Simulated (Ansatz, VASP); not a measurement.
H4Os: VASP beside Ansatz

```
CELL_PARAMETERS angstrom
1.91454 -2.51055 0.00000
1.91454 2.51055 0.00000
0.00000 0.00000 3.04364
ATOMIC_POSITIONS crystal
H 0.64685 0.35315 0.00000
H 0.35315 0.64685 0.00000
H 0.76487 0.76487 0.50000
H 0.23513 0.23513 0.50000
Os 0.00000 0.00000 0.00000
```

Change from the starting cell: ordered vacancies on the cation sites of rutile (Cmmm, No. 65).

Alike in both runs: functional PBE; k mesh 6 × 6 × 6; occupations gaussian, width 0.1 eV; no spin polarisation.

Ansatz relaxed the structure, and its values are those at the end. VASP's run is a single point on that final structure, the one shown.

|  | VASP | Ansatz |
| --- | --- | --- |
| version | VASP 6.6.1 | Ansatz 0.2.0 |
| potentials or method | VASP PAW PBE potentials, release 64 (H, Os_sv_GW), cutoff 500 eV | scalar-relativistic, plane waves, PAW |
| valence electrons in the cell | 20 | 20 |

VASP gave:

| Property | Result |
| --- | --- |
| gap on the k mesh at the Fermi level (eV) | none |
| pressure (GPa) | -1.5 |
| rms of the force components (eV/Å) | 0.004 |

Problem. Estimate Ansatz's values.

Solution. gap on the k mesh at the Fermi level (eV): none; pressure (GPa): 0.0; rms of the force components (eV/Å): 0.004.

A gap of «none» marks a metal or a gap that the smearing closes.

Neither program's run includes spin-orbit coupling.
